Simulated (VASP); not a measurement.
# Cu3N (Pm-3m) in VASP: further runs

Runs on Cu3N. Level: RPBE. Tasks: single point.

Everything below comes from runs of VASP 6.6.1. Logs are shortened: lines on timing, memory, paths and dates and some standing lists are left out, and cuts for length are marked.

## 1. The cell of the first run

Symmetry: Pm-3m, No. 221, cubic system. Conventional cell: a = 3.845 Å, b = 3.845 Å, c = 3.845 Å, α = 90.00°, β = 90.00°, γ = 90.00°. Cu (site symmetry 4/mmm) has 2 N at 1.92 Å within 2.5 Å. N (site symmetry m-3m) has 6 Cu at 1.92 Å within 2.5 Å.

## 2. Single point, RPBE (14.21 Å³/atom)

Contents of INCAR:

```
PREC = Accurate ; ENCUT = 600
EDIFF = 1E-6 ; ISMEAR = 0
SIGMA = 0.05 ; LREAL = False
LASPH = True ; NELM = 120
ALGO = Normal ; ISIF = 2
LWAVE = False ; LCHARG = False
GGA = RP ; NBANDS = 27
GGA_COMPAT = False
```

Contents of KPOINTS:

```
Automatic mesh
0
Gamma
  8 8 8
```

Contents of POSCAR:

```
Cu3N
1.0
    3.8446091931      0.0000000000      0.0000000000
    0.0000000000      3.8446091931      0.0000000000
    0.0000000000      0.0000000000      3.8446091931
Cu N
3 1
Direct
    0.5000000000      0.0000000000      0.0000000000
    0.0000000000      0.5000000000      0.0000000000
    0.0000000000      0.0000000000      0.5000000000
    0.0000000000      0.0000000000      0.0000000000
```

Potentials or basis: VASP PAW PBE potentials, release 64 (Cu, N).

On the command line:

```console
> cat potpaw_PBE.64/Cu/POTCAR potpaw_PBE.64/N/POTCAR > POTCAR
> mpirun -np 1 vasp_std > vasp.out
```

OUTCAR:

```text
PREC = Accurate
   ENCUT = 600
   EDIFF = 1E-6
   ISMEAR = 0
   LREAL = False
   LASPH = True
   NELM = 120
   ISIF = 2
   GGA = RP

 ion  position               nearest neighbor table
   1  0.500  0.000  0.000-   4 1.92   4 1.92   2 2.72   3 2.72   2 2.72   2 2.72   3 2.72   3 2.72
                             3 2.72   2 2.72
   2  0.000  0.500  0.000-   4 1.92   4 1.92   1 2.72   3 2.72   1 2.72   3 2.72   3 2.72   3 2.72
                             1 2.72   1 2.72
   3  0.000  0.000  0.500-   4 1.92   4 1.92   1 2.72   1 2.72   2 2.72   2 2.72   2 2.72   2 2.72
                             1 2.72   1 2.72
   4  0.000  0.000  0.000-   1 1.92   2 1.92   3 1.92   3 1.92   2 1.92   1 1.92

  LATTYP: Found a simple cubic cell.
 ALAT       =     3.8446091931

  Lattice vectors:

 A1 = (   3.8446091931,   0.0000000000,   0.0000000000)
 A2 = (   0.0000000000,   3.8446091931,   0.0000000000)
 A3 = (   0.0000000000,   0.0000000000,   3.8446091931)

Analysis of symmetry for initial positions (statically):
=====================================================================
 Subroutine PRICEL returns:
 Original cell was already a primitive cell.

 Routine SETGRP: Setting up the symmetry group for a
 simple cubic supercell.

 Subroutine GETGRP returns: Found 48 space group operations
 (whereof 48 operations were pure point group operations)
 out of a pool of 48 trial point group operations.

The static configuration has the point symmetry O_h .

Analysis of symmetry for dynamics (positions and initial velocities):
=====================================================================
 Subroutine PRICEL returns:
 Original cell was already a primitive cell.

 Routine SETGRP: Setting up the symmetry group for a
 simple cubic supercell.

 Subroutine GETGRP returns: Found 48 space group operations
 (whereof 48 operations were pure point group operations)
 out of a pool of 48 trial point group operations.

The dynamic configuration has the point symmetry O_h .

 Subroutine INISYM returns: Found 48 space group operations
 (whereof 48 operations are pure point group operations),
 and found     1 'primitive' translations

----------------------------------------------------------------------------------------

                                     Primitive cell

  volume of cell :      56.8272

  direct lattice vectors                    reciprocal lattice vectors
     3.844609193  0.000000000  0.000000000     0.260104460  0.000000000  0.000000000
     0.000000000  3.844609193  0.000000000     0.000000000  0.260104460  0.000000000
     0.000000000  0.000000000  3.844609193     0.000000000  0.000000000  0.260104460

  length of vectors
     3.844609193  3.844609193  3.844609193     0.260104460  0.260104460  0.260104460

  position of ions in fractional coordinates (direct lattice)
     0.500000000  0.000000000  0.000000000
     0.000000000  0.500000000  0.000000000
     0.000000000  0.000000000  0.500000000
     0.000000000  0.000000000  0.000000000

  ion indices of the primitive-cell ions
   primitive index   ion index
                 1           1
                 2           2
                 3           3
                 4           4

----------------------------------------------------------------------------------------

 KPOINTS: Automatic mesh

Automatic generation of k-mesh.
 Grid dimensions read from file:
 generate k-points for:    8    8    8

 Generating k-lattice:

  Cartesian coordinates                     Fractional coordinates (reciprocal lattice)
     0.032513058  0.000000000  0.000000000     0.125000000  0.000000000  0.000000000
     0.000000000  0.032513058  0.000000000     0.000000000  0.125000000  0.000000000
     0.000000000  0.000000000  0.032513058     0.000000000  0.000000000  0.125000000

  Length of vectors
     0.032513058  0.032513058  0.032513058

  Shift w.r.t. Gamma in fractional coordinates (k-lattice)
     0.000000000  0.000000000  0.000000000

 Subroutine IBZKPT returns following result:
 ===========================================

 Found     35 irreducible k-points:

 Following reciprocal coordinates:
            Coordinates               Weight
  0.000000  0.000000  0.000000      1.000000
  0.125000  0.000000  0.000000      6.000000
  0.250000  0.000000  0.000000      6.000000
  0.375000  0.000000  0.000000      6.000000
  0.500000  0.000000  0.000000      3.000000
  0.125000  0.125000  0.000000     12.000000
[... 16 lines left out ...]
  0.375000  0.375000  0.125000     24.000000
  0.500000  0.375000  0.125000     24.000000
 [... further k-points ...]
   k-points           NKPTS =     35   k-points in BZ     NKDIM =     35   number of bands    NBANDS=     27
   number of dos      NEDOS =    301   number of ions     NIONS =      4
   total plane-waves  NPLWV =  32768
   dimension x,y,z NGX =    32 NGY =   32 NGZ =   32
   dimension x,y,z NGXF=    64 NGYF=   64 NGZF=   64
   ions per type =               3   1
   NGX,Y,Z   is equivalent  to a cutoff of  13.84, 13.84, 13.84 a.u.
   NGXF,Y,Z  is equivalent  to a cutoff of  27.67, 27.67, 27.67 a.u.
 SYSTEM =  unknown system
   PREC   = accura    normal or accurate (medium, high low for compatibility)
   ISTART =      0    job   : 0-new  1-cont  2-samecut
   ICHARG =      2    charge: 1-file 2-atom 10-const
   ISPIN  =      1    spin polarized calculation?
   LNONCOLLINEAR =      F non collinear calculations
   LSORBIT =      F    spin-orbit coupling
   LASPH  =      T    aspherical Exc in radial PAW
   ENCUT  =  600.0 eV  44.10 Ry    6.64 a.u.   7.68  7.68  7.68*2*pi/ulx,y,z
   NELM   =    120;   NELMIN=  2; NELMDL= -5     # of ELM steps
   EDIFF  = 0.1E-05   stopping-criterion for ELM
   LREAL  =      F    real-space projection
[... 7 lines left out ...]
   TEBEG  =    0.0;   TEEND  =   0.0 temperature during run
   PSTRESS=    0.0 pullay stress
   NELECT =      38.0000    total number of electrons
   NUPDOWN=      -1.0000    fix difference up-down
   EMIN   =  10.00;   EMAX   =-10.00  energy-range for DOS
   EFERMI =   0.00;   METHOD = LEGACY
   ISMEAR =     0;   SIGMA  =   0.05  broadening in eV -4-tet -1-fermi 0-gaus
   EFERMI_NEDOS =   21; number of points for ismear=-14 and -15
   IALGO  =     38    algorithm
   IMIX   =      4    mixing-type and parameters
     AMIX     =   0.40;   BMIX     =  1.00
     AMIX_MAG =   1.60;   BMIX_MAG =  1.00
  volume/ion in A,a.u.               =      14.21        95.87
  Fermi-wavevector in a.u.,A,eV,Ry     =   1.431585  2.705304 27.884267  2.049436
  Thomas-Fermi vector in A             =   2.551306
   LORBIT       =      0    0 simple, 1 ext, 2 COOP (PROOUT), +10 PAW based schemes
   GGA     = RP    functional components
   LHFCALC =     F    Hartree Fock is set to
   AEXX    =    0.0000 exact exchange contribution
   IVDW    =     0    specifies the selected vdW correction
   LEPSILON=     F    determine dielectric tensor
   LRPA    =     F    only Hartree local field effects (RPA)
 non-spin polarized calculation
 Gauss-broadening in eV      SIGMA  =   0.05
  energy-cutoff  :      600.00
  volume of cell :       56.83
 maximum number of plane-waves:      1924
 NGX is ok and might be reduce to    32
   NGX = 15   NGY = 15   NGZ = 15

 number of electron      37.9999978 magnetization

 Free energy of the ion-electron system (eV)
  ---------------------------------------------------
  ext. energy  EPLUGINS =         0.00000000
  ---------------------------------------------------
  free energy    TOTEN  =       -16.60583898 eV

  energy without entropy =      -16.60583891  energy(sigma->0) =      -16.60583895

 E-fermi :   4.9761     XC(G=0): -10.5050

 val. band max:        4.8309687793   @ k =   0.5000   0.5000   0.5000
 cond. band min:       5.1212325485   @ k =   0.5000   0.5000   0.0000
 fundamental gap:      0.2902637692
 Fermi energy:         4.9761006719

 k-point     1 :       0.0000    0.0000    0.0000
  band No.  band energies     occupation
      1     -11.8469      2.00000
      2      -0.2376      2.00000
      3       0.2034      2.00000
      4       0.2034      2.00000
      5       0.2034      2.00000
      6       1.1164      2.00000
[... 19 lines left out ...]
     26      16.9682      0.00000
     27      16.9682      0.00000

 k-point     2 :       0.1250    0.0000    0.0000
  band No.  band energies     occupation
      1     -11.7936      2.00000
      2      -0.5265      2.00000
      3       0.0447      2.00000
      4       0.0447      2.00000
      5       0.0720      2.00000
      6       1.1319      2.00000
[... 19 lines left out ...]
     26      16.0763      0.00000
     27      16.2955      0.00000

 k-point     3 :       0.2500    0.0000    0.0000
  band No.  band energies     occupation
      1     -11.6591      2.00000
      2      -1.4201      2.00000
      3      -0.2205      2.00000
      4      -0.2205      2.00000
      5       0.3397      2.00000
      6       1.1710      2.00000
[... 19 lines left out ...]
     26      14.5080      0.00000
     27      15.1958      0.00000

 k-point     4 :       0.3750    0.0000    0.0000
  band No.  band energies     occupation
      1     -11.5156      2.00000
      2      -2.1554      2.00000
      3      -0.4155      2.00000
      4      -0.4155      2.00000
      5       0.7807      2.00000
      6       1.2127      2.00000
[... 19 lines left out ...]
     26      14.3467      0.00000
     27      14.3467      0.00000
[... 516 lines left out ...]
      4      -1.0606      2.00000
      5       1.5009      2.00000
      6       1.6117      2.00000
[... 19 lines left out ...]
     26      15.6613      0.00000
     27      16.1870      0.00000

 k-point    23 :       0.3750    0.3750    0.1250
  band No.  band energies     occupation
      1     -11.1237      2.00000
      2      -2.2874      2.00000
      3      -2.2816      2.00000
      4      -1.1359      2.00000
      5       1.5242      2.00000
      6       1.7304      2.00000
[... 19 lines left out ...]
     26      15.0924      0.00000
     27      16.2517      0.00000

 k-point    24 :       0.5000    0.3750    0.1250
  band No.  band energies     occupation
      1     -11.0597      2.00000
      2      -2.5366      2.00000
      3      -2.3035      2.00000
      4      -1.1829      2.00000
      5       1.7019      2.00000
      6       1.7212      2.00000
[... 19 lines left out ...]
     26      14.7200      0.00000
     27      17.0172      0.00000

 [... further k-points ...]

------------------------ aborting loop because EDIFF is reached ----------------------------------------

  FORCE on cell =-STRESS in cart. coord.  units (eV):
  Direction    XX          YY          ZZ          XY          YZ          ZX
  --------------------------------------------------------------------------------------
  -------------------------------------------------------------------------------------
  Total        0.9796102      0.9796102      0.9796102     -0.0000000     -0.0000000      0.0000000
  in kB       27.6189579     27.6189579     27.6189579     -0.0000000     -0.0000000      0.0000000
  external PRESSURE =      27.6189579 kB  Pullay stress =       0.0000000 kB

 VOLUME and BASIS-vectors are now :
 -----------------------------------------------------------------------------
  energy-cutoff  :      600.00
  volume of cell :       56.83
      direct lattice vectors                 reciprocal lattice vectors
     3.844609193  0.000000000  0.000000000     0.260104460  0.000000000  0.000000000
     0.000000000  3.844609193  0.000000000     0.000000000  0.260104460  0.000000000
     0.000000000  0.000000000  3.844609193     0.000000000  0.000000000  0.260104460

 POSITION                                       TOTAL-FORCE (eV/Angst)
 -----------------------------------------------------------------------------------
      1.92230      0.00000      0.00000         0.000000      0.000000      0.000000
      0.00000      1.92230      0.00000         0.000000      0.000000      0.000000
      0.00000      0.00000      1.92230         0.000000      0.000000      0.000000
      0.00000      0.00000      0.00000         0.000000      0.000000      0.000000
 -----------------------------------------------------------------------------------
    total drift:                                0.000000      0.000000     -0.000000

  FREE ENERGIE OF THE ION-ELECTRON SYSTEM (eV)
  ---------------------------------------------------
  free  energy   TOTEN  =       -16.6058389833 eV

  energy  without entropy=      -16.6058389108  energy(sigma->0) =      -16.60583895
```

Wall time 97 s (1 thread of Oxide Virtual Turin-like, shared host); peak memory 0.17 GiB.

What came out:

- Free energy: -16.6058 eV
- Pressure: 2.8 GPa
- Band gap on the k mesh: 0.29 eV (least direct gap 0.82 eV)

Caveat: semilocal functionals underestimate gaps, and a narrow one can read as zero; the PAW data sets were made with another functional, which shifts forces and pressure a little.

(Part 1 of 2 ends here.)
